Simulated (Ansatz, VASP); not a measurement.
One calculation of InP, two programs

The input INCAR:

```
SYSTEM = InP
  ALGO = Normal
  EDIFF = 1E-6
  ENCUT = 520
  GGA = PS
  GGA_COMPAT = .False.
  ISIF = 2
  ISMEAR = -1
  LASPH = .True.
  LCHARG = .False.
  LORBIT = 11
  LORBMOM = .True.
  LREAL = .False.
  LSORBIT = .True.
  LWAVE = .False.
  MAGMOM = 0 0 0 0 0 0
  NBANDS = 30
  NELM = 150
  PREC = Accurate
  SIGMA = 0.01
```

Contents of KPOINTS:

```
k-points
0
Gamma
  8 8 8
  0 0 0
```

Contents of POSCAR:

```
InP
1.0
    2.9539785699      2.9539785699      0.0000000000
   -2.9539785699      2.9539785699      0.0000000000
    0.0000000000      2.9539785699      2.9224624110
In P
1 1
Direct
    0.0000000000      0.0000000000      0.0000000000
    0.7500000000      0.2500000000      0.5000000000
```

Input for Ansatz:

```yaml
crystal:
  lattice:
    - [2.9539785699, 2.9539785699, 0.0]
    - [-2.9539785699, 2.9539785699, 0.0]
    - [0.0, 2.9539785699, 2.92246241096]
  atoms:
    - { symbol: In, position: [0.0, 0.0, 0.0] }
    - { symbol: P, position: [0.75, 0.25, 0.5] }
kpoints:
  mp_grid: { grid: [8, 8, 8] }
scf:
  occupations: { method: fermi_dirac, width: 0.01 }
  convergence: { dr2_threshold: 1.0e-10 }
hamiltonian:
  xc: pbesol
  pseudopotentials: { kind: all_electron, lapw: { basis_error: 0.0005 } }
magnetization:
  noncollinear: true
  spin_orbit: true
output:
  forces: true
  stress: true
  eigenstates:
    kpoints:
      - [0.0, 0.0, 0.0]
      - [-0.5, -0.5, -0.5]
      - [-0.5, 0.5, 0.0]
      - [0.0, 0.0, -0.5]
      - [0.0, -0.5, -0.5]
      - [0.0, 0.5, 0.0]
      - [-0.5, 0.0, 0.0]
      - [-0.5, 0.0, -0.5]
  eigenvalues: true
```

Change from the starting cell: film at in-plane strain +0.005.

Alike in both runs: task single point; functional PBEsol; k mesh 8 × 8 × 8; occupations fermi-dirac, width 0.01 eV; non-collinear spin, spin-orbit coupling.

|  | VASP | Ansatz |
| --- | --- | --- |
| version | VASP 6.6.1 | Ansatz 0.2.0 |
| potentials or method | VASP PAW PBE potentials, release 64 (In_d, P), cutoff 520 eV | all-electron LAPW |

```csv
,VASP,Ansatz,Ansatz less VASP
pressure (GPa),-0.4,-0.4,-0.02
"traceless stress, the component that is largest in VASP (GPa)",0.30,0.30,0.000
net moment per atom (μB),0.00,0.00,0.000
```

VASP's potentials were made for PBE, not for PBEsol. Ansatz ran all-electron here, and VASP with PAW potentials.
